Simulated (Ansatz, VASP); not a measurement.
HfN: VASP beside Ansatz

```xyz
2
Lattice="3.0636 0.0000 0.0000 0.0000 3.0636 0.0000 0.0000 0.0000 3.4446" Properties=species:S:1:pos:R:3 pbc="T T T"
Hf    1.5318    1.5318    0.0000
N     0.0000    0.0000    0.0000
```

Alike in both runs: functional PBE; k mesh 6 × 6 × 6; occupations gaussian, width 0.1 eV; no spin polarisation.

Ansatz relaxed the structure, and its values are those at the end. VASP's run is a single point on that final structure, the one shown.

|  | VASP | Ansatz |
| --- | --- | --- |
| version | VASP 6.6.1 | Ansatz 0.2.0 |
| potentials or method | VASP PAW PBE potentials, release 64 (Hf_pv, N), cutoff 520 eV | scalar-relativistic, plane waves, PAW |
| valence electrons in the cell | 15 | 31 |

|  | VASP | Ansatz | Ansatz less VASP |
| --- | --- | --- | --- |
| gap on the k mesh at the Fermi level (eV) | none | none | - |
| pressure (GPa) | -1.1 | 0.0 | +1.09 |

A gap of «none» marks a metal or a gap that the smearing closes. VASP's potentials hold 15 valence electrons a cell and Ansatz's 31, so a difference there can come from the potentials and not from the codes.

Neither program's run includes spin-orbit coupling.
